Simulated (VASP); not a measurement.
# Ti in VASP: further runs

The runs below take Ti through single point, with r2SCAN.

Everything below comes from runs of VASP 6.6.1. Logs are shortened: lines on timing, memory, paths and dates and some standing lists are left out, and cuts for length are marked.

**1. The cell of the first run**

The cell holds a slab with vacuum, 3 atoms: a = 2.871 Å, b = 2.871 Å, c = 17.688 Å, α = 90.00°, β = 90.00°, γ = 60.00°.

**2. Single point, r2SCAN**

POSCAR

```
Ti
1.0
    2.8708540000      0.0000000000      0.0000000000
    1.4354270000      2.4862324946      0.0000000000
    0.0000000000      0.0000000000     17.6880849507
Ti
3
Direct
    0.0000000000      0.0000000000      0.3674790130
    0.6666666667      0.6666666667      0.5000000000
    0.3333333333      0.3333333333      0.6325209870
```

INCAR.step1

```
PREC     = Accurate       # precision mode
ENCUT    = 440            # plane-wave cutoff, eV
ISMEAR   = -1             # smearing method
SIGMA    = 0.2            # smearing width, eV
LREAL    = F              # projectors in reciprocal space
LASPH    = T              # aspherical terms in the spheres
NELM     = 120            # most SCF steps
LDIPOL   = T            
IDIPOL   = 3            
DIPOL    = 0.5 0.5 0.500
NBANDS   = 25             # bands
GGA      = PE             # functional
ALGO     = Normal         # electronic algorithm
EDIFF    = 1E-5           # SCF threshold, eV
LWAVE    = T              # write WAVECAR
LCHARG   = F              # write CHGCAR
GGA_COMPAT= F            
NELMDL   = -8
```

INCAR.step2

```
PREC     = Accurate       # precision mode
ENCUT    = 440            # plane-wave cutoff, eV
EDIFF    = 1E-6           # SCF threshold, eV
ISMEAR   = -1             # smearing method
SIGMA    = 0.2            # smearing width, eV
LREAL    = F              # projectors in reciprocal space
LASPH    = T              # aspherical terms in the spheres
NELM     = 120            # most SCF steps
ALGO     = Normal         # electronic algorithm
ISIF     = 2              # what is computed and relaxed
LWAVE    = F              # write WAVECAR
LCHARG   = F              # write CHGCAR
LDIPOL   = T            
IDIPOL   = 3            
DIPOL    = 0.5 0.5 0.500
METAGGA  = R2SCAN         # meta-GGA
LMIXTAU  = T            
NBANDS   = 25             # bands
ISTART   = 1            
GGA_COMPAT= F
```

KPOINTS

```
Automatic mesh
0
Gamma
  7 7 1
```

Potentials or basis: VASP PAW PBE potentials, release 64 (Ti_sv).

On the command line:

```
cat potpaw_PBE.64/Ti_sv/POTCAR > POTCAR
cp INCAR.step1 INCAR
mpirun -np 1 vasp_std > vasp.out
cp INCAR.step2 INCAR
mpirun -np 1 vasp_std > vasp.out
```

OUTCAR:

```text
PREC = Accurate
   ENCUT = 440
   EDIFF = 1E-6
   ISMEAR = -1
   LREAL = F
   LASPH = T
   NELM = 120
   ISIF = 2
   METAGGA = R2SCAN
   ISTART = 1

 ion  position               nearest neighbor table
   1  0.000  0.000  0.367-   2 2.87   2 2.87   2 2.87
   2  0.667  0.667  0.500-   3 2.87   1 2.87   3 2.87   1 2.87   1 2.87   3 2.87
   3  0.333  0.333  0.633-   2 2.87   2 2.87   2 2.87

  LATTYP: Found a hexagonal cell.
 ALAT       =     2.8708540000
 C/A-ratio  =     6.1612624503

  Lattice vectors:

 A1 = (  -1.4354270000,  -2.4862324946,   0.0000000000)
 A2 = (   2.8708540000,   0.0000000000,   0.0000000000)
 A3 = (   0.0000000000,   0.0000000000,  17.6880849507)

Analysis of symmetry for initial positions (statically):
=====================================================================
 Subroutine PRICEL returns:
 Original cell was already a primitive cell.

 Routine SETGRP: Setting up the symmetry group for a
 hexagonal supercell.

 Subroutine GETGRP returns: Found 12 space group operations
 (whereof  6 operations were pure point group operations)
 out of a pool of 24 trial point group operations.

The static configuration has the point symmetry C_3v.
 The point group associated with its full space group is D_3d.

Analysis of symmetry for dynamics (positions and initial velocities):
=====================================================================
 Subroutine PRICEL returns:
 Original cell was already a primitive cell.

 Routine SETGRP: Setting up the symmetry group for a
 hexagonal supercell.

 Subroutine GETGRP returns: Found 12 space group operations
 (whereof  6 operations were pure point group operations)
 out of a pool of 24 trial point group operations.

The dynamic configuration has the point symmetry C_3v.
 The point group associated with its full space group is D_3d.

 Subroutine INISYM returns: Found 12 space group operations
 (whereof  6 operations are pure point group operations),
 and found     1 'primitive' translations

----------------------------------------------------------------------------------------

                                     Primitive cell

  volume of cell :     126.2507

  direct lattice vectors                    reciprocal lattice vectors
     2.870854000  0.000000000  0.000000000     0.348328407 -0.201107499  0.000000000
     1.435427000  2.486232495  0.000000000     0.000000000  0.402214999  0.000000000
     0.000000000  0.000000000 17.688084951     0.000000000  0.000000000  0.056535233

  length of vectors
     2.870854000  2.870854000 17.688084951     0.402214999  0.402214999  0.056535233

  position of ions in fractional coordinates (direct lattice)
     0.000000000  0.000000000  0.367479013
     0.666666667  0.666666667  0.500000000
     0.333333333  0.333333333  0.632520987

  ion indices of the primitive-cell ions
   primitive index   ion index
                 1           1
                 2           2
                 3           3

----------------------------------------------------------------------------------------

 KPOINTS: Automatic mesh

Automatic generation of k-mesh.
 Grid dimensions read from file:
 generate k-points for:    7    7    1

 Generating k-lattice:

  Cartesian coordinates                     Fractional coordinates (reciprocal lattice)
     0.049761201 -0.028729643  0.000000000     0.142857143  0.000000000  0.000000000
     0.000000000  0.057459286  0.000000000     0.000000000  0.142857143  0.000000000
     0.000000000  0.000000000  0.056535233     0.000000000  0.000000000  1.000000000

  Length of vectors
     0.057459286  0.057459286  0.056535233

  Shift w.r.t. Gamma in fractional coordinates (k-lattice)
     0.000000000  0.000000000  0.000000000

 Subroutine IBZKPT returns following result:
 ===========================================

 Found      8 irreducible k-points:

 Following reciprocal coordinates:
            Coordinates               Weight
  0.000000  0.000000  0.000000      1.000000
  0.142857 -0.000000  0.000000      6.000000
  0.285714 -0.000000  0.000000      6.000000
  0.428571  0.000000  0.000000      6.000000
  0.285714  0.142857  0.000000      6.000000
  0.428571  0.142857  0.000000     12.000000
 -0.428571  0.142857  0.000000      6.000000
 -0.428571  0.285714  0.000000      6.000000
   k-points           NKPTS =      8   k-points in BZ     NKDIM =      8   number of bands    NBANDS=     25
   number of dos      NEDOS =    301   number of ions     NIONS =      3
   total plane-waves  NPLWV =  50400
   dimension x,y,z NGX =    20 NGY =   20 NGZ =  126
   dimension x,y,z NGXF=    40 NGYF=   40 NGZF=  252
   ions per type =               3
   NGX,Y,Z   is equivalent  to a cutoff of  11.58, 11.58, 11.84 a.u.
   NGXF,Y,Z  is equivalent  to a cutoff of  23.16, 23.16, 23.68 a.u.
 SYSTEM =  unknown system
   PREC   = accura    normal or accurate (medium, high low for compatibility)
   ISTART =      1    job   : 0-new  1-cont  2-samecut
   ICHARG =      0    charge: 1-file 2-atom 10-const
   ISPIN  =      1    spin polarized calculation?
   LNONCOLLINEAR =      F non collinear calculations
   LSORBIT =      F    spin-orbit coupling
   LASPH  =      T    aspherical Exc in radial PAW
   ENCUT  =  440.0 eV  32.34 Ry    5.69 a.u.   4.91  4.91 30.25*2*pi/ulx,y,z
   NELM   =    120;   NELMIN=  2; NELMDL=  0     # of ELM steps
   EDIFF  = 0.1E-05   stopping-criterion for ELM
   LREAL  =      F    real-space projection
   EDIFFG = 0.1E-04   stopping-criterion for IOM
   NSW    =      0    number of steps for IOM
   IBRION =     -1    ionic relax: 0-MD 1-quasi-New 2-CG
   NFREE  =      0    steps in history (QN), initial steepest desc. (CG)
   ISIF   =      2    stress and relaxation
   ISYM   =      2    0-nonsym 1-usesym 2-fastsym
   POTIM  = 0.5000    time-step for ionic-motion
   TEBEG  =    0.0;   TEEND  =   0.0 temperature during run
   PSTRESS=    0.0 pullay stress
   NELECT =      36.0000    total number of electrons
   NUPDOWN=      -1.0000    fix difference up-down
   EMIN   =  10.00;   EMAX   =-10.00  energy-range for DOS
   EFERMI =   0.00;   METHOD = LEGACY
   ISMEAR =    -1;   SIGMA  =   0.20  broadening in eV -4-tet -1-fermi 0-gaus
   EFERMI_NEDOS =   21; number of points for ismear=-14 and -15
   IALGO  =     38    algorithm
   IMIX   =      4    mixing-type and parameters
     AMIX     =   0.40;   BMIX     =  1.00
     AMIX_MAG =   1.60;   BMIX_MAG =  1.00
  volume/ion in A,a.u.               =      42.08       283.99
  Fermi-wavevector in a.u.,A,eV,Ry     =   1.077534  2.036245 15.797455  1.161080
  Thomas-Fermi vector in A             =   2.213449
   LORBIT       =      0    0 simple, 1 ext, 2 COOP (PROOUT), +10 PAW based schemes
   METAGGA = R2SCAN    functional components
   LHFCALC =     F    Hartree Fock is set to
   AEXX    =    0.0000 exact exchange contribution
   IVDW    =     0    specifies the selected vdW correction
   LEPSILON=     F    determine dielectric tensor
   LRPA    =     F    only Hartree local field effects (RPA)
 non-spin polarized calculation
  energy-cutoff  :      440.00
  volume of cell :      126.25
 maximum number of plane-waves:      2691
   NGX =  9   NGY =  9   NGZ = 61

 number of electron      36.0000000 magnetization

 dipolmoment           0.000000      0.000000      0.000003 electrons x Angstroem

 Free energy of the ion-electron system (eV)
  ---------------------------------------------------
  ext. energy  EPLUGINS =         0.00000000
  ---------------------------------------------------
  free energy    TOTEN  =       -37.09236677 eV

  energy without entropy =      -36.33817876  energy(sigma->0) =      -36.71527276

 E-fermi :   0.9215     XC(G=0):  -6.1045

 val. band max:        0.8752349465   @ k =   0.0000   0.0000   0.0000
 cond. band min:       0.9446477930   @ k =   0.2857   0.1429   0.0000
 fundamental gap:      0.0694128464
 Fermi energy:         0.9215455106

 k-point     1 :       0.0000    0.0000    0.0000
  band No.  band energies     occupation
      1     -58.2414      2.00000
      2     -58.2307      2.00000
      3     -57.9801      2.00000
      4     -33.6701      2.00000
      5     -33.4990      2.00000
      6     -33.0987      2.00000
[... 17 lines left out ...]
     24       2.0796      0.00610
     25       2.0796      0.00610

 k-point     2 :       0.1429   -0.0000    0.0000
  band No.  band energies     occupation
      1     -58.2211      2.00000
      2     -58.2120      2.00000
      3     -57.9634      2.00000
      4     -33.6344      2.00000
      5     -33.4907      2.00000
      6     -33.2288      2.00000
[... 17 lines left out ...]
     24       2.3863      0.00132
     25       2.4977      0.00076

 k-point     3 :       0.2857   -0.0000    0.0000
  band No.  band energies     occupation
      1     -58.1752      2.00000
      2     -58.1701      2.00000
      3     -57.9257      2.00000
      4     -33.5733      2.00000
      5     -33.5036      2.00000
      6     -33.4630      2.00000
[... 17 lines left out ...]
     24       3.1201      0.00003
     25       3.2852      0.00001

 k-point     4 :       0.4286    0.0000    0.0000
  band No.  band energies     occupation
      1     -58.1378      2.00000
      2     -58.1361      2.00000
      3     -57.8954      2.00000
      4     -33.7081      2.00000
      5     -33.6621      2.00000
      6     -33.5773      2.00000
[... 17 lines left out ...]
     24       3.7524      0.00000
     25       4.3221      0.00000

 k-point     5 :       0.2857    0.1429    0.0000
  band No.  band energies     occupation
      1     -58.1879      2.00000
      2     -58.1816      2.00000
      3     -57.9361      2.00000
      4     -33.5792      2.00000
      5     -33.4869      2.00000
      6     -33.3926      2.00000
[... 17 lines left out ...]
     24       2.8874      0.00011
     25       3.0865      0.00004

 k-point     6 :       0.4286    0.1429    0.0000
  band No.  band energies     occupation
      1     -58.1462      2.00000
      2     -58.1437      2.00000
      3     -57.9021      2.00000
      4     -33.6193      2.00000
      5     -33.5700      2.00000
      6     -33.5269      2.00000
[... 17 lines left out ...]
     24       3.2040      0.00002
     25       3.6586      0.00000

 k-point     7 :      -0.4286    0.1429    0.0000
  band No.  band energies     occupation
      1     -58.1276      2.00000
      2     -58.1268      2.00000
      3     -57.8870      2.00000
      4     -33.6969      2.00000
      5     -33.6539      2.00000
      6     -33.5624      2.00000
[... 17 lines left out ...]
     24       3.9562      0.00000
     25       4.0022      0.00000

 k-point     8 :      -0.4286    0.2857    0.0000
  band No.  band energies     occupation
      1     -58.1230      2.00000
      2     -58.1227      2.00000
      3     -57.8833      2.00000
      4     -33.6132      2.00000
      5     -33.5790      2.00000
      6     -33.5048      2.00000
[... 17 lines left out ...]
     24       3.3683      0.00001
     25       3.7352      0.00000

------------------------ aborting loop because EDIFF is reached ----------------------------------------

 vacuum level on the upper side and lower side of the slab       (xc-potential included)        -0.038        -0.027

  FORCE on cell =-STRESS in cart. coord.  units (eV):
  Direction    XX          YY          ZZ          XY          YZ          ZX
  --------------------------------------------------------------------------------------
  -------------------------------------------------------------------------------------
  Total        0.1219746      0.1219746     -0.8605683      0.0000000      0.0000000      0.0000000
  in kB        1.5479122      1.5479122    -10.9209967      0.0000000      0.0000000      0.0000000
  external PRESSURE =      -2.6083908 kB  Pullay stress =       0.0000000 kB

 VOLUME and BASIS-vectors are now :
 -----------------------------------------------------------------------------
  energy-cutoff  :      440.00
  volume of cell :      126.25
      direct lattice vectors                 reciprocal lattice vectors
     2.870854000  0.000000000  0.000000000     0.348328407 -0.201107499  0.000000000
     1.435427000  2.486232495  0.000000000     0.000000000  0.402214999  0.000000000
     0.000000000  0.000000000 17.688084951     0.000000000  0.000000000  0.056535233

 POSITION                                       TOTAL-FORCE (eV/Angst)
 -----------------------------------------------------------------------------------
      0.00000      0.00000      6.50000         0.000000     -0.000000      0.151569
      2.87085      1.65749      8.84404        -0.000000      0.000000      0.000000
      1.43543      0.82874     11.18808        -0.000000     -0.000000     -0.151569
 -----------------------------------------------------------------------------------
    total drift:                                0.000000      0.000000      0.000423

  FREE ENERGIE OF THE ION-ELECTRON SYSTEM (eV)
  ---------------------------------------------------
  free  energy   TOTEN  =       -37.0923667716 eV

  energy  without entropy=      -36.3381787577  energy(sigma->0) =      -36.71527276

 vacuum level on the upper side and lower side of the slab         5.468         5.469
```

Run time: 92 s. Hardware: 1 thread of Intel Xeon 6975P-C (Granite Rapids), shared host; peak memory 0.22 GiB.

Results:

```
Free energy            : -37.0924 eV
Largest force          : 0.152 eV/Å
Band gap on the k mesh : zero (bands 18 and 19 overlap by 0.41 eV)
```

Forces on the atoms (eV/Å):
```
Ti   0.000  0.000  0.152
Ti   0.000  0.000  0.000
Ti   0.000  0.000 -0.152
```

Levels at points of the mesh, in eV from the Fermi level:
```csv
k point,band 15,band 16,band 17,band 18,band 19,band 20,band 21,band 22
"(0.00, 0.00, 0.00)",-3.20,-0.12,-0.05,0.31,0.66,0.97,0.97,1.15
```

Caveat: the k points lie up to 0.36 Å⁻¹ apart; the PAW data sets were made with another functional, which shifts forces and pressure a little.

**3. Single point, r2SCAN**

This run uses another cell than the first one.

POSCAR

```
Ti
1.0
    2.8708540000      0.0000000000      0.0000000000
    1.4354270000      2.4862324946      0.0000000000
    0.0000000000      0.0000000000     20.6880849507
Ti
3
Direct
    0.0000000000      0.0000000000      0.3866960146
    0.6666666667      0.6666666667      0.5000000000
    0.3333333333      0.3333333333      0.6133039854
```

INCAR.step1

```
PREC = Accurate
ENCUT = 440
ISMEAR = -1
SIGMA = 0.2
LREAL = False
LASPH = True
NELM = 120
LDIPOL = True
IDIPOL = 3
DIPOL = 0.5 0.5 0.500
NBANDS = 25
GGA = PE
ALGO = Normal
EDIFF = 1E-5
LWAVE = True
LCHARG = False
GGA_COMPAT = False
NELMDL = -8
```

INCAR.step2

```
PREC = Accurate
ENCUT = 440
EDIFF = 1E-6
ISMEAR = -1
SIGMA = 0.2
LREAL = False
LASPH = True
NELM = 120
ALGO = Normal
ISIF = 2
LWAVE = False
LCHARG = True
LDIPOL = True
IDIPOL = 3
DIPOL = 0.5 0.5 0.500
METAGGA = R2SCAN
LMIXTAU = True
LELF = True
LVHAR = True
LVACPOTAV = True
NBANDS = 25
ISTART = 1
GGA_COMPAT = False
```

KPOINTS is that of step 2.

Potentials or basis: VASP PAW PBE potentials, release 64 (Ti_sv).

On the command line:

```
cat potpaw_PBE.64/Ti_sv/POTCAR > POTCAR
cp INCAR.step1 INCAR
mpirun -np 1 vasp_std > vasp.out
cp INCAR.step2 INCAR
mpirun -np 1 vasp_std > vasp.out
```

Wall time 69 s (1 thread of Intel Xeon 6975P-C (Granite Rapids), shared host); peak memory 0.24 GiB.

Results (log left out):

```yaml
Free_energy: -37.0923 eV
Largest_force: 0.152 eV/Å
Band_gap_on_the_k_mesh: zero (bands 18 and 19 overlap by 0.42 eV)
```

Forces in eV/Å, atoms in the order of the input:
```
Ti   0.000  0.000  0.152
Ti   0.000  0.000  0.000
Ti   0.000  0.000 -0.152
```

Levels at points of the mesh, in eV from the Fermi level:
| k point | band 15 | band 16 | band 17 | band 18 | band 19 | band 20 | band 21 | band 22 |
| --- | --- | --- | --- | --- | --- | --- | --- | --- |
| (0.00, 0.00, 0.00) | -3.20 | -0.12 | -0.04 | 0.31 | 0.66 | 0.97 | 0.97 | 1.16 |

Caveat: the k points lie up to 0.36 Å⁻¹ apart; the PAW data sets were made with another functional, which shifts forces and pressure a little.
